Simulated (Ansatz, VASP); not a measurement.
# ZnSe: VASP beside Ansatz

Contents of INCAR:

```
SYSTEM = ZnSe
ALGO = Normal ; EDIFF = 1E-6
ENCUT = 520 ; GGA = PS
ISIF = 2 ; ISMEAR = 0
LASPH = .TRUE. ; LCHARG = .FALSE.
LREAL = .FALSE. ; LWAVE = .FALSE.
NBANDS = 16 ; NELM = 60
PREC = Accurate ; SIGMA = 0.02
```

Contents of KPOINTS:

```
k-points
0
G
  8 8 8
  0 0 0
```

File POSCAR:

```
ZnSe
1.0
    0.0000000000      2.8166002553      2.8166002553
    2.8166002553      0.0000000000      2.8166002553
    2.8166002553      2.8166002553      0.0000000000
Zn Se
1 1
Direct
    0.0000000000      0.0000000000      0.0000000000
    0.2500000000      0.2500000000      0.2500000000
```

Input for Ansatz:

```yaml
crystal:
  lattice:
    - [0.0, 2.8166002184, 2.8166002184]
    - [2.8166002184, 0.0, 2.8166002184]
    - [2.8166002184, 2.8166002184, 0.0]
  atoms:
    - { symbol: Zn, position: [0.0, 0.0, 0.0] }
    - { symbol: Se, position: [0.75, 0.75, 0.75] }
basis:
  ecutwfc: 420
kpoints:
  mp_grid: { grid: [8, 8, 8] }
  band_path: { path: [VBM, CBM], npoints: 2 }
hamiltonian:
  xc: pbesol
scf:
  occupations: { method: gaussian, width: 0.02 }
output:
  forces: true
  stress: true
  eigenvalues: true
```

Alike in both runs: task single point; functional PBEsol; k mesh 8 × 8 × 8; occupations gaussian, width 0.02 eV; no spin polarisation.

```csv
,VASP,Ansatz
version,VASP 6.6.1,Ansatz 0.2.0
potentials or method,"VASP PAW PBE potentials, release 64 (Zn, Se), cutoff 520 eV","scalar-relativistic, plane waves, PAW"
valence electrons in the cell,18,28
```

|  | VASP | Ansatz | Ansatz less VASP |
| --- | --- | --- | --- |
| gap on the k mesh at the Fermi level (eV) | 1.24 | 1.24 | -0.004 |
| least direct gap on the mesh (eV) | 1.24 | 1.24 | -0.004 |

VASP's potentials were made for PBE, not for PBEsol. The functional is the same, so the differences come from potentials, cutoffs and numerics. VASP's potentials hold 18 valence electrons a cell and Ansatz's 28, so a difference there can come from the potentials and not from the codes.
